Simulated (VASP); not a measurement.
A run of VASP 6.6.1 is set up as follows.

INCAR

```
PREC = Accurate
ENCUT = 500
EDIFF = 1E-6
ISMEAR = -1
SIGMA = 0.05
LREAL = False
LASPH = True
NELM = 120
ALGO = Normal
ISIF = 2
LWAVE = False
LCHARG = False
NBANDS = 16
GGA_COMPAT = False
```

File KPOINTS:

```
regular mesh
0
Gamma
  14 14 14
```

The input POSCAR:

```
AlRu
1.0
    0.0000000000      2.2696373652      2.2696373652
    2.2696373652      0.0000000000      2.2696373652
    2.2696373652      2.2696373652      0.0000000000
Ru Al
1 1
Direct
    0.0000000000      0.0000000000      0.0000000000
    0.5000000000      0.5000000000      0.5000000000
```

Potentials or basis: VASP PAW LDA potentials, release 64 (Ru_pv, Al).

The run is started by

```bash
$ cat potpaw_LDA.64/Ru_pv/POTCAR potpaw_LDA.64/Al/POTCAR > POTCAR
$ mpirun -np 1 vasp_std > vasp.out
```

Question: Predict the pressure.

Answer: 60.3 GPa.
